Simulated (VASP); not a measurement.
Wanted: the native input for a VASP 6.6.1 run.

```
Task                   : single point
Functional             : LDA
Potentials or basis    : VASP PAW LDA potentials, release 64 (Al, Cu)
Cutoff                 : 520 eV
k mesh                 : 12 × 12 × 12
Occupations            : gaussian, width 0.05 eV
Spin                   : no spin polarisation
Dipole correction      : no
Further INCAR settings : ALGO = Fast; EDIFF = 1e-07; NBANDS = 26
```

The structure of Al2Cu lies in POSCAR:

```
Al2Cu
1.0
   -2.9704795784      2.9704795784      2.3874396686
    2.9704795784     -2.9704795784      2.3874396686
    2.9704795784      2.9704795784     -2.3874396686
Al Cu
4 2
Direct
    0.6591519922      0.1591519922      0.8183039844
    0.1591519922      0.3408480078      0.5000000000
    0.3408480078      0.8408480078      0.1816960156
    0.8408480078      0.6591519922      0.5000000000
    0.2500000000      0.2500000000      0.0000000000
    0.7500000000      0.7500000000      0.0000000000
```

These files were run (other wordings do the same):

INCAR

```
SYSTEM = Al2Cu
ALGO = Fast ; EDIFF = 1E-7
ENCUT = 520 ; ISIF = 2
ISMEAR = 0 ; LASPH = .TRUE.
LCHARG = .FALSE. ; LREAL = .FALSE.
LWAVE = .FALSE. ; NBANDS = 26
NELM = 60 ; PREC = Accurate
SIGMA = 0.05
```

KPOINTS

```
k-points
0
G
  12 12 12
  0 0 0
```

Potentials or basis: VASP PAW LDA potentials, release 64 (Al, Cu).

Run with:

```bash
$ cat potpaw_LDA.64/Al/POTCAR potpaw_LDA.64/Cu/POTCAR > POTCAR
$ mpirun -np 1 vasp_std > vasp.out
```

It gave:

* Pressure: 0.3 GPa
* Largest force: 0.004 eV/Å
* Band gap on the k mesh: zero (bands 17 and 18 overlap by 4.46 eV)

It took 12 min on 1 thread of Intel Xeon 8259CL, with other jobs on the host, peak memory 0.4 GiB.
